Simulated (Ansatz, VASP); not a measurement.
## ScCu: VASP beside Ansatz

```
Sc Cu
1.0
     3.23415    0.00000    0.00000
     0.00000    3.23415    0.00000
     0.00000    0.00000    3.23415
Sc Cu
1 1
Direct
  0.50000 0.50000 0.50000
  0.00000 0.00000 0.00000
```

Change from the starting cell: volume scaled by 0.98, PAW files.

Alike in both runs: task electric field gradients; functional LDA; k mesh 11 × 11 × 11; occupations fermi-dirac, width 0.05 eV; no spin polarisation.

|  | VASP | Ansatz |
| --- | --- | --- |
| version | VASP 6.6.1 | Ansatz 0.2.0 |
| potentials or method | VASP PAW LDA potentials, release 64 (Sc_sv, Cu) | PAW with Ansatz's default frozen-core files, scalar-relativistic |
| plane-wave cutoff (eV) | 520 | 420 |
| valence electrons in the cell | 22 | 30 |

Ansatz gave:

```
pressure (GPa) : -6.0
```

Problem. What did VASP give for the same quantities?

Solution. Pressure (GPa): -5.6.

LDA's correlation is that of Perdew and Zunger in VASP and of Perdew and Wang (1992) in Ansatz. VASP's potentials hold 22 valence electrons a cell and Ansatz's 30, so a difference there can come from the potentials and not from the codes.
